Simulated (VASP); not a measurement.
Wanted: the native input for a VASP 6.6.1 run.

| Property | Result |
| --- | --- |
| Task | single point |
| Functional | PBE |
| Potentials or basis | VASP PAW PBE potentials, release 64 (Bi_d, Te) |
| Cutoff | 520 eV |
| k mesh | 6 × 6 × 2 |
| Occupations | gaussian, width 0.1 eV |
| Spin | no spin polarisation |
| Dipole correction | no |
| Further INCAR settings | ALGO = Normal; EDIFF = 1e-06; NBANDS = 24 |

The structure of BiTe3 lies in POSCAR:

```
BiTe3
1.0
    5.6207972933     -0.0000000036      0.0000000000
   -2.8103986435      4.8677532474      0.0000000000
    0.0000000000      0.0000000000      6.3142525996
Bi Te
1 3
Direct
    0.0000000000      0.0000000000      0.0000000000
    0.3333333333      0.6666666667      0.0000000000
    0.6666666667      0.3333333333      0.0000000000
    0.0000000000      0.0000000000      0.5000000000
```

The input as run:

INCAR

```
SYSTEM = BiTe3
PREC = Accurate
ENCUT = 520
EDIFF = 1E-6
ISMEAR = 0
SIGMA = 0.1
LREAL = .FALSE.
LASPH = .TRUE.
NELM = 100
ALGO = Normal
ISIF = 2
LWAVE = .FALSE.
LCHARG = .FALSE.
GGA = PE
NBANDS = 24
```

KPOINTS

```
regular mesh
0
G
  6 6 2
  0 0 0
```

Potentials or basis: VASP PAW PBE potentials, release 64 (Bi_d, Te).

Command:

```bash
$ cat potpaw_PBE.64/Bi_d/POTCAR potpaw_PBE.64/Te/POTCAR > POTCAR
$ mpirun -np 1 vasp_std > vasp.out
```

It gave:

```yaml
Pressure: 0.1 GPa
```

Caveat: the k points lie up to 0.50 Å⁻¹ apart.

It took 33 s on 1 thread of Intel(R) Xeon(R) 6975P-C (Granite Rapids) (shared host), peak memory 0.29 GiB.
